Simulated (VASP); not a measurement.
**Pd: single point with BLYP**

The system is Pd.

```
Pd
1.0
    -1.58214    1.58214    1.58214
     1.58214   -1.58214    1.58214
     1.58214    1.58214   -1.58214
Pd
1
Direct
  0.00000 0.00000 0.00000
```

This cell differs from its parent crystal: volume scaled by 0.96.

- Program: VASP 6.6.1
- Task: single point
- Functional: BLYP
- Potentials or basis: VASP PAW PBE potentials, release 64 (Pd)
- Cutoff: 520 eV
- k mesh: 15 × 15 × 15
- Occupations: fermi-dirac, width 0.1 eV
- Spin: no spin polarisation
- Dipole correction: no
- Further INCAR settings: ALGO = Normal; EDIFF = 1e-06; NBANDS = 11

* Pressure: 6.2 GPa
* Band gap on the k mesh: zero (band 5 reaches 9.62 eV, above the bottom of band 6 at 8.16 eV)

Levels at points of the mesh, in eV from the Fermi level:
| k point | band 1 | band 2 | band 3 | band 4 | band 5 | band 6 | band 7 | band 8 | band 9 | band 10 |
| --- | --- | --- | --- | --- | --- | --- | --- | --- | --- | --- |
| (0.00, 0.00, 0.00) | -6.45 | -2.67 | -2.67 | -2.67 | -0.88 | -0.88 | 19.50 | 19.50 | 19.50 | 26.31 |

Wall time 11 s on 1 thread of Intel(R) Xeon(R) Platinum 8488C (Sapphire Rapids) (shared host), peak memory 0.13 GiB.

Caveat: the PAW data sets were made with another functional, which shifts forces and pressure a little.
